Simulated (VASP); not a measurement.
# CoSi2 (Fm-3m) in VASP: further runs

The runs below take CoSi2 through single point, with PBE.

All numbers are computed with VASP 6.6.1; they aren't measurements. Logs are shortened: lines on timing, memory, paths and dates and some standing lists are left out, and cuts for length are marked.

### 1 The cell of the first run

The structure is cubic, space group Fm-3m (No. 225). The conventional cell has a = 5.567 Å, b = 5.567 Å, c = 5.567 Å, α = 90.00°, β = 90.00°, γ = 90.00°. Co (site symmetry m-3m) has 8 Si at 2.41 Å within 3.2 Å. Si (site symmetry -43m) has 4 Co at 2.41 Å and 6 Si at 2.78 Å within 3.2 Å.

### 2 Single point, PBE, collinear spin, ferromagnetic start

Contents of INCAR:

```
ALGO = Normal ; EDIFF = 1E-7
ENCUT = 520 ; GGA = PE
ISIF = 2 ; ISMEAR = 0
ISPIN = 2 ; LASPH = T
LCHARG = T ; LELF = T
LMAXMIX = 4 ; LORBIT = 11
LREAL = F ; LVHAR = T
LWAVE = F ; MAGMOM = 1.925 0 0
NBANDS = 20 ; NELM = 150
NUPDOWN = 1.925 ; PREC = Accurate
SIGMA = 0.15
```

Contents of KPOINTS:

```
k-points
0
Gamma
  14 14 14
```

Contents of POSCAR:

```
CoSi2
1.0
    0.0000000000      2.7833407038      2.7833407038
    2.7833407038      0.0000000000      2.7833407038
    2.7833407038      2.7833407038      0.0000000000
Co Si
1 2
Direct
    0.0000000000      0.0000000000      0.0000000000
    0.2500000000      0.2500000000      0.2500000000
    0.7500000000      0.7500000000      0.7500000000
```

Potentials or basis: VASP PAW PBE potentials, release 64 (Co, Si).

Run with:

```sh
$ cat potpaw_PBE.64/Co/POTCAR potpaw_PBE.64/Si/POTCAR > POTCAR
$ mpirun -np 1 vasp_std > vasp.out
```

OUTCAR:

```text
EDIFF = 1E-7
   ENCUT = 520
   GGA = PE
   ISIF = 2
   ISMEAR = 0
   ISPIN = 2
   LASPH = T
   LORBIT = 11
   LREAL = F
   NELM = 150
   NUPDOWN = 1.925
   PREC = Accurate

 ion  position               nearest neighbor table
   1  0.000  0.000  0.000-   3 2.41   3 2.41   3 2.41   2 2.41   3 2.41   2 2.41   2 2.41   2 2.41

   2  0.250  0.250  0.250-   1 2.41   1 2.41   1 2.41   1 2.41   3 2.78   3 2.78   3 2.78   3 2.78
                             3 2.78   3 2.78
   3  0.750  0.750  0.750-   1 2.41   1 2.41   1 2.41   1 2.41   2 2.78   2 2.78   2 2.78   2 2.78
                             2 2.78   2 2.78

  LATTYP: Found a face centered cubic cell.
 ALAT       =     5.5666814076

  Lattice vectors:

 A1 = (   0.0000000000,   2.7833407038,   2.7833407038)
 A2 = (   2.7833407038,   0.0000000000,   2.7833407038)
 A3 = (   2.7833407038,   2.7833407038,   0.0000000000)

Analysis of symmetry for initial positions (statically):
=====================================================================
 Subroutine PRICEL returns:
 Original cell was already a primitive cell.

 Routine SETGRP: Setting up the symmetry group for a
 face centered cubic supercell.

 Subroutine GETGRP returns: Found 48 space group operations
 (whereof 48 operations were pure point group operations)
 out of a pool of 48 trial point group operations.

The static configuration has the point symmetry O_h .

Analysis of symmetry for dynamics (positions and initial velocities):
=====================================================================
 Subroutine PRICEL returns:
 Original cell was already a primitive cell.

 Routine SETGRP: Setting up the symmetry group for a
 face centered cubic supercell.

 Subroutine GETGRP returns: Found 48 space group operations
 (whereof 48 operations were pure point group operations)
 out of a pool of 48 trial point group operations.

The dynamic configuration has the point symmetry O_h .

Analysis of structural, dynamic, and magnetic symmetry:
=====================================================================
 Subroutine PRICEL returns:
 Original cell was already a primitive cell.

 Routine SETGRP: Setting up the symmetry group for a
 face centered cubic supercell.

 Subroutine GETGRP returns: Found 48 space group operations
 (whereof 48 operations were pure point group operations)
 out of a pool of 48 trial point group operations.

The overall configuration has the point symmetry O_h .

 Subroutine INISYM returns: Found 48 space group operations
 (whereof 48 operations are pure point group operations),
 and found     1 'primitive' translations

----------------------------------------------------------------------------------------

                                     Primitive cell

  volume of cell :      43.1250

  direct lattice vectors                    reciprocal lattice vectors
     0.000000000  2.783340704  2.783340704    -0.179640243  0.179640243  0.179640243
     2.783340704  0.000000000  2.783340704     0.179640243 -0.179640243  0.179640243
     2.783340704  2.783340704  0.000000000     0.179640243  0.179640243 -0.179640243

  length of vectors
     3.936238172  3.936238172  3.936238172     0.311146028  0.311146028  0.311146028

  position of ions in fractional coordinates (direct lattice)
     0.000000000  0.000000000  0.000000000
     0.250000000  0.250000000  0.250000000
     0.750000000  0.750000000  0.750000000

  ion indices of the primitive-cell ions
   primitive index   ion index
                 1           1
                 2           2
                 3           3

----------------------------------------------------------------------------------------

 KPOINTS: k-points

Automatic generation of k-mesh.
 Grid dimensions read from file:
 generate k-points for:   14   14   14

 Generating k-lattice:

  Cartesian coordinates                     Fractional coordinates (reciprocal lattice)
    -0.012831446  0.012831446  0.012831446     0.071428571  0.000000000  0.000000000
     0.012831446 -0.012831446  0.012831446     0.000000000  0.071428571  0.000000000
     0.012831446  0.012831446 -0.012831446     0.000000000  0.000000000  0.071428571

  Length of vectors
     0.022224716  0.022224716  0.022224716

  Shift w.r.t. Gamma in fractional coordinates (k-lattice)
     0.000000000  0.000000000  0.000000000

 Subroutine IBZKPT returns following result:
 ===========================================

 Found    104 irreducible k-points:

 Following reciprocal coordinates:
            Coordinates               Weight
  0.000000  0.000000  0.000000      1.000000
  0.071429  0.000000  0.000000      8.000000
  0.142857  0.000000  0.000000      8.000000
  0.214286  0.000000  0.000000      8.000000
  0.285714  0.000000  0.000000      8.000000
  0.357143  0.000000  0.000000      8.000000
[... 16 lines left out ...]
  0.214286  0.142857  0.000000     24.000000
  0.285714  0.142857  0.000000     24.000000
 [... further k-points ...]
   k-points           NKPTS =    104   k-points in BZ     NKDIM =    104   number of bands    NBANDS=     20
   number of dos      NEDOS =    301   number of ions     NIONS =      3
   total plane-waves  NPLWV =  27000
   dimension x,y,z NGX =    30 NGY =   30 NGZ =   30
   dimension x,y,z NGXF=    60 NGYF=   60 NGZF=   60
   ions per type =               1   2
   NGX,Y,Z   is equivalent  to a cutoff of  12.67, 12.67, 12.67 a.u.
   NGXF,Y,Z  is equivalent  to a cutoff of  25.34, 25.34, 25.34 a.u.
 SYSTEM =  unknown system
   PREC   = accura    normal or accurate (medium, high low for compatibility)
   ISTART =      0    job   : 0-new  1-cont  2-samecut
   ICHARG =      2    charge: 1-file 2-atom 10-const
   ISPIN  =      2    spin polarized calculation?
   LNONCOLLINEAR =      F non collinear calculations
   LSORBIT =      F    spin-orbit coupling
   LASPH  =      T    aspherical Exc in radial PAW
   ENCUT  =  520.0 eV  38.22 Ry    6.18 a.u.   7.32  7.32  7.32*2*pi/ulx,y,z
   NELM   =    150;   NELMIN=  2; NELMDL= -5     # of ELM steps
   EDIFF  = 0.1E-06   stopping-criterion for ELM
   LREAL  =      F    real-space projection
   EDIFFG = 0.1E-05   stopping-criterion for IOM
   NSW    =      0    number of steps for IOM
   IBRION =     -1    ionic relax: 0-MD 1-quasi-New 2-CG
   NFREE  =      0    steps in history (QN), initial steepest desc. (CG)
   ISIF   =      2    stress and relaxation
   ISYM   =      2    0-nonsym 1-usesym 2-fastsym
   POTIM  = 0.5000    time-step for ionic-motion
   TEBEG  =    0.0;   TEEND  =   0.0 temperature during run
   PSTRESS=    0.0 pullay stress
   NELECT =      17.0000    total number of electrons
   NUPDOWN=       1.9250    fix difference up-down
   EMIN   =  10.00;   EMAX   =-10.00  energy-range for DOS
   EFERMI =   0.00;   METHOD = LEGACY
   ISMEAR =     0;   SIGMA  =   0.15  broadening in eV -4-tet -1-fermi 0-gaus
   EFERMI_NEDOS =   21; number of points for ismear=-14 and -15
   IALGO  =     38    algorithm
   IMIX   =      4    mixing-type and parameters
     AMIX     =   0.40;   BMIX     =  1.00
     AMIX_MAG =   1.60;   BMIX_MAG =  1.00
  volume/ion in A,a.u.               =      14.37        97.01
  Fermi-wavevector in a.u.,A,eV,Ry     =   1.200369  2.268368 19.604440  1.440886
  Thomas-Fermi vector in A             =   2.336207
   LORBIT       =     11    0 simple, 1 ext, 2 COOP (PROOUT), +10 PAW based schemes
   GGA     = PE    functional components
   LHFCALC =     F    Hartree Fock is set to
   AEXX    =    0.0000 exact exchange contribution
   IVDW    =     0    specifies the selected vdW correction
   LEPSILON=     F    determine dielectric tensor
   LRPA    =     F    only Hartree local field effects (RPA)
 spin polarized calculation
 Gauss-broadening in eV      SIGMA  =   0.15
  energy-cutoff  :      520.00
  volume of cell :       43.12
 maximum number of plane-waves:      1211
 NGX is ok and might be reduce to    30
   NGX = 15   NGY = 15   NGZ = 15

 number of electron      16.9999999 magnetization       1.9250000

 Free energy of the ion-electron system (eV)
  ---------------------------------------------------
  ext. energy  EPLUGINS =         0.00000000
  ---------------------------------------------------
  free energy    TOTEN  =       -17.91986553 eV

  energy without entropy =      -17.89352661  energy(sigma->0) =      -17.90669607

 E-fermi :   8.0861     XC(G=0): -11.2248

 val. band max:       10.1357488489   @ k =   0.2857   0.0000   0.0000
 cond. band min:       8.0862840642   @ k =   0.5000   0.2143   0.0000
 fundamental gap:     -2.0494647847
 Fermi energy:        10.1422449993

 spin component 1

 k-point     1 :       0.0000    0.0000    0.0000
  band No.  band energies     occupation
      1      -3.8013      1.00000
      2       4.5369      1.00000
      3       4.5369      1.00000
      4       4.5369      1.00000
      5       6.2642      1.00000
      6       6.2642      1.00000
[... 12 lines left out ...]
     19      18.4589      0.00000
[... 513 lines left out ...]
      4       4.7415      1.00000
      5       5.7076      1.00000
      6       6.3910      1.00000
[... 12 lines left out ...]
     19      22.1975      0.00000
     20      24.0324      0.00000

 [... further k-points ...]

 spin component 2

 k-point     1 :       0.0000    0.0000    0.0000
  band No.  band energies     occupation
      1      -3.4507      1.00000
      2       5.2709      1.00000
      3       5.2709      1.00000
      4       5.2709      1.00000
      5       7.3581      1.00000
      6       7.3581      1.00000
[... 12 lines left out ...]
     19      18.7779      0.00000
[... 513 lines left out ...]
      4       5.4512      1.00000
      5       6.5433      1.00000
      6       7.5025      1.00000
[... 12 lines left out ...]
     19      22.5437      0.00000
     20      24.4568      0.00000

 [... further k-points ...]

------------------------ aborting loop because EDIFF is reached ----------------------------------------

  FORCE on cell =-STRESS in cart. coord.  units (eV):
  Direction    XX          YY          ZZ          XY          YZ          ZX
  --------------------------------------------------------------------------------------
  -------------------------------------------------------------------------------------
  Total       -1.1593505     -1.1593505     -1.1593505      0.0000000      0.0000000     -0.0000000
  in kB      -43.0721195    -43.0721195    -43.0721195      0.0000000      0.0000000     -0.0000000
  external PRESSURE =     -43.0721195 kB  Pullay stress =       0.0000000 kB

 VOLUME and BASIS-vectors are now :
 -----------------------------------------------------------------------------
  energy-cutoff  :      520.00
  volume of cell :       43.12
      direct lattice vectors                 reciprocal lattice vectors
     0.000000000  2.783340704  2.783340704    -0.179640243  0.179640243  0.179640243
     2.783340704  0.000000000  2.783340704     0.179640243 -0.179640243  0.179640243
     2.783340704  2.783340704  0.000000000     0.179640243  0.179640243 -0.179640243

 POSITION                                       TOTAL-FORCE (eV/Angst)
 -----------------------------------------------------------------------------------
      0.00000      0.00000      0.00000        -0.000000      0.000000      0.000000
      1.39167      1.39167      1.39167        -0.000000     -0.000000     -0.000000
      4.17501      4.17501      4.17501         0.000000      0.000000      0.000000
 -----------------------------------------------------------------------------------
    total drift:                                0.000000     -0.000000     -0.000000

  FREE ENERGIE OF THE ION-ELECTRON SYSTEM (eV)
  ---------------------------------------------------
  free  energy   TOTEN  =       -17.9198655318 eV

  energy  without entropy=      -17.8935266064  energy(sigma->0) =      -17.90669607

 total charge

# of ion       s       p       d       tot
------------------------------------------
    1        0.489   0.585   7.430   8.504
    2        0.773   0.791   0.000   1.563
    3        0.773   0.791   0.000   1.563
--------------------------------------------------
tot          2.034   2.167   7.430  11.631

 magnetization (x)

# of ion       s       p       d       tot
------------------------------------------
    1        0.014   0.127   1.121   1.262
    2        0.061   0.081   0.000   0.142
    3        0.061   0.081   0.000   0.142
--------------------------------------------------
tot          0.137   0.289   1.121   1.546
```

It took 4 min on 1 thread of Intel Xeon Platinum 8259CL at 2.50GHz (Skylake/Cascade Lake), shared host; peak memory 0.28 GiB.

Results:

```yaml
Free_energy: -17.9199 eV
Pressure: -4.3 GPa
Net_moment: 1.93 μB per cell
Site_moments: Co +1.26; Si +0.14 μB
Valence_electrons_inside_the_program's_atomic_spheres: Co 8.50; Si 1.56
```

Caveat: the total moment is fixed, so each spin has its own Fermi level.

### 3 Single point, PBE, collinear spin, ferromagnetic start

Contents of INCAR:

```
PREC = Accurate ; ENCUT = 520
EDIFF = 1E-6 ; ISMEAR = 0
SIGMA = 0.15 ; LREAL = False
LASPH = True ; NELM = 150
ALGO = Normal ; ISIF = 2
LWAVE = False ; LCHARG = True
ISPIN = 2 ; MAGMOM = 0.275 0 0
LORBIT = 11 ; NUPDOWN = 0.275
LMAXMIX = 4 ; GGA = PE
LELF = True ; LVHAR = True
NBANDS = 20
```

Contents of KPOINTS:

```
Automatic mesh
0
Gamma
  14 14 14
```

POSCAR is that of step 2.

Potentials or basis: VASP PAW PBE potentials, release 64 (Co, Si).

Run with:

```sh
$ cat potpaw_PBE.64/Co/POTCAR potpaw_PBE.64/Si/POTCAR > POTCAR
$ mpirun -np 1 vasp_std > vasp.out
```

Run time: 4 min. Hardware: 1 thread of Intel Xeon Platinum 8259CL at 2.50GHz (Skylake/Cascade Lake), shared host; peak memory 0.28 GiB.

Results (log left out):

```
Free energy                                           : -19.0279 eV
Pressure                                              : -15.0 GPa
Net moment                                            : 0.28 μB per cell
Site moments                                          : Co +0.18; Si +0.02 μB
Valence electrons inside the program's atomic spheres : Co 8.56; Si 1.53
```

Caveat: the total moment is fixed, so each spin has its own Fermi level.
